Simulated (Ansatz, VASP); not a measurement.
# Ta in VASP and in Ansatz

Contents of INCAR:

```
SYSTEM = Ta
  PREC = Accurate
  ENCUT = 520
  EDIFF = 1E-6
  ISMEAR = -1
  SIGMA = 0.1
  LREAL = .False.
  LASPH = .True.
  NELM = 100
  ALGO = Normal
  ISIF = 2
  LWAVE = .False.
  LCHARG = .False.
  GGA = PS
  NBANDS = 18
```

Contents of KPOINTS:

```
Automatic mesh
0
Gamma
  17 17 9
  0 0 0
```

File POSCAR:

```
Ta
1.0
    2.6726467184      0.0000000000      0.0000000000
   -1.3363233592      2.3145799535      0.0000000000
    0.0000000000      0.0000000000      4.6900323620
Ta
2
Direct
    0.3333333333      0.6666666667      0.2500000000
    0.6666666667      0.3333333333      0.7500000000
```

Input for Ansatz:

```yaml
crystal:
  lattice:
    - [2.6726467184, 0.0, 0.0]
    - [-1.3363233592, 2.3145799535, 0.0]
    - [0.0, 0.0, 4.690032362]
  atoms:
    - { symbol: Ta, position: [0.3333333333, 0.6666666667, 0.25] }
    - { symbol: Ta, position: [0.6666666667, 0.3333333333, 0.75] }
kpoints:
  mp_grid: { grid: [17, 17, 9] }
scf:
  occupations: { method: fermi_dirac, width: 0.1 }
hamiltonian:
  xc: pbesol
  pseudopotentials: { kind: paw }
output:
  forces: true
  stress: true
  eigenvalues: true
  populations: true
```

Change from the starting cell: volume scaled by 0.8, PAW files.

Alike in both runs: task single point; functional PBEsol; k mesh 17 × 17 × 9; occupations fermi-dirac, width 0.1 eV; no spin polarisation.

|  | VASP | Ansatz |
| --- | --- | --- |
| version | VASP 6.6.1 | Ansatz 0.2.0 |
| potentials or method | VASP PAW PBE potentials, release 64 (Ta_pv) | PAW with Ansatz's default frozen-core files, scalar-relativistic |
| plane-wave cutoff (eV) | 520 | 420 |
| valence electrons in the cell | 22 | 26 |

|  | VASP | Ansatz | Ansatz less VASP |
| --- | --- | --- | --- |
| pressure (GPa) | 68.0 | 67.1 | -0.98 |
| traceless stress, the component that is largest in VASP (GPa) | -0.12 | 0.04 | +0.163 |

VASP's potentials were made for PBE, not for PBEsol. Both programs put the cell under a high pressure, so it lies far from rest at this level. VASP's potentials hold 22 valence electrons a cell and Ansatz's 26, so a difference there can come from the potentials and not from the codes.

Spin-orbit coupling is off throughout. Noted on VASP's run: the cell as given lies far from equilibrium.
